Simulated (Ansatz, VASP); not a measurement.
# Two plane-wave programs on HfSi2

File INCAR:

```
PREC     = Accurate       # precision mode
ENCUT    = 500            # plane-wave cutoff, eV
EDIFF    = 1E-7           # SCF threshold, eV
ISMEAR   = 0              # smearing method
SIGMA    = 0.1            # smearing width, eV
LREAL    = F              # projectors in reciprocal space
LASPH    = T              # aspherical terms in the spheres
NELM     = 120            # most SCF steps
ALGO     = Normal         # electronic algorithm
ISIF     = 3              # what is computed and relaxed
LWAVE    = F              # write WAVECAR
LCHARG   = F              # write CHGCAR
GGA      = PE             # functional
IBRION   = 2              # ionic algorithm
NSW      = 100            # ionic steps
EDIFFG   = -0.005         # ionic threshold
GGA_COMPAT= F            
NELMIN   = 4
```

KPOINTS

```
regular mesh
0
Gamma
  10 10 10
```

File POSCAR:

```
HfSi2
1.0
    1.8527749106     -7.2693223321      0.0000000000
    1.8527749106      7.2693223321      0.0000000000
    0.0000000000      0.0000000000      3.6512288968
Hf Si
2 4
Direct
    0.8951299102      0.1048700898      0.7500000000
    0.1048700898      0.8951299102      0.2500000000
    0.5545916399      0.4454083601      0.7500000000
    0.4454083601      0.5545916399      0.2500000000
    0.2501190838      0.7498809162      0.7500000000
    0.7498809162      0.2501190838      0.2500000000
```

Input for Ansatz:

```yaml
crystal:
  lattice:
    - [1.8527750892, -7.2693204083, 0.0]
    - [1.8527750892, 7.2693204083, 0.0]
    - [0.0, 0.0, 3.6512293005]
  atoms:
    - { symbol: Hf, position: [0.895129963, 0.104870037, 0.25] }
    - { symbol: Hf, position: [0.104870037, 0.895129963, 0.75] }
    - { symbol: Si, position: [0.5545916495, 0.4454083505, 0.25] }
    - { symbol: Si, position: [0.4454083505, 0.5545916495, 0.75] }
    - { symbol: Si, position: [0.2501190801, 0.7498809199, 0.25] }
    - { symbol: Si, position: [0.7498809199, 0.2501190801, 0.75] }
basis:
  ecutwfc: 420
kpoints:
  mp_grid: { grid: [10, 10, 10] }
hamiltonian:
  xc: pbe
scf:
  occupations: { method: gaussian, width: 0.1 }
output:
  forces: true
  stress: true
  eigenvalues: true
relax:
  adjacent_minimum: "off"
  f_tol: 0.005
  max_steps: 80
  cell: { stress_tol: 0.05 }
```

Alike in both runs: task relaxation of cell and atoms; functional PBE; k mesh 10 × 10 × 10; occupations gaussian, width 0.1 eV; no spin polarisation.

|  | VASP | Ansatz |
| --- | --- | --- |
| version | VASP 6.6.1 | Ansatz 0.2.0 |
| potentials or method | VASP PAW PBE potentials, release 64 (Hf_pv, Si), cutoff 500 eV | scalar-relativistic, plane waves, PAW |
| valence electrons in the cell | 36 | 68 |

```tsv
	VASP	Ansatz	Ansatz less VASP
gap on the k mesh at the Fermi level, each at its own relaxed structure (eV)	none	none	-
relaxed volume (Å³/atom)	16.39	16.39	+0.001
relaxed cell length with the largest relative difference (Å)	3.658	3.660	+0.0020
```

A gap of «none» marks a metal or a gap that the smearing closes. VASP's potentials hold 36 valence electrons a cell and Ansatz's 68, so a difference there can come from the potentials and not from the codes.

Spin-orbit coupling is off throughout.
